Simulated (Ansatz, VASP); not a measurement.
Zn in VASP and in Ansatz

Contents of INCAR:

```
PREC = Accurate ; ENCUT = 520
EDIFF = 1E-6 ; ISMEAR = -1
SIGMA = 0.1 ; LREAL = F
LASPH = T ; NELM = 60
ALGO = Normal ; ISIF = 2
LWAVE = F ; LCHARG = F
GGA = RP ; NBANDS = 19
```

KPOINTS

```
regular mesh
0
Gamma
  10 10 10
```

POSCAR

```
Zn
1.0
    0.0000000000      2.9045006352      2.9045006352
    2.9045006352      0.0000000000      2.9045006352
    2.9045006352      2.9045006352      0.0000000000
Zn
2
Direct
    0.1250000000      0.1250000000      0.1250000000
    0.8750000000      0.8750000000      0.8750000000
```

Input for Ansatz:

```yaml
crystal:
  lattice:
    - [0.0, 2.9045006352, 2.9045006352]
    - [2.9045006352, 0.0, 2.9045006352]
    - [2.9045006352, 2.9045006352, 0.0]
  atoms:
    - { symbol: Zn, position: [0.125, 0.125, 0.125] }
    - { symbol: Zn, position: [0.875, 0.875, 0.875] }
hamiltonian:
  xc: rpbe
  pseudopotentials:
    kind: paw
    azcp:
      Zn: "pseudopotentials/Zn.paw.azcp"
basis:
  ecutwfc: 420
  fft_grid_basis: typed
kpoints:
  mp_grid: { grid: [10, 10, 10], shift: [0, 0, 0] }
magnetization:
  spin_polarized: false
scf:
  occupations: { method: fermi_dirac, width: 0.1 }
  lower_state_search: "off"
output:
  stress: true
```

Alike in both runs: task single point; functional RPBE; k mesh 10 × 10 × 10; occupations fermi-dirac, width 0.1 eV; no spin polarisation.

```csv
,VASP,Ansatz
version,VASP 6.6.1,Ansatz 0.2.0
potentials or method,"VASP PAW PBE potentials, release 64 (Zn), cutoff 520 eV","plane waves (420 eV) with PAW, scalar-relativistic"
valence electrons in the cell,24,24
```

Ansatz gave:

- pressure (GPa): 2.0

Q: What did VASP give for the same quantities?

A: Pressure (GPa): 2.1.

VASP's potentials were made for PBE, not for RPBE. With one functional, cell and mesh, what is left measures potentials, basis and numerics.
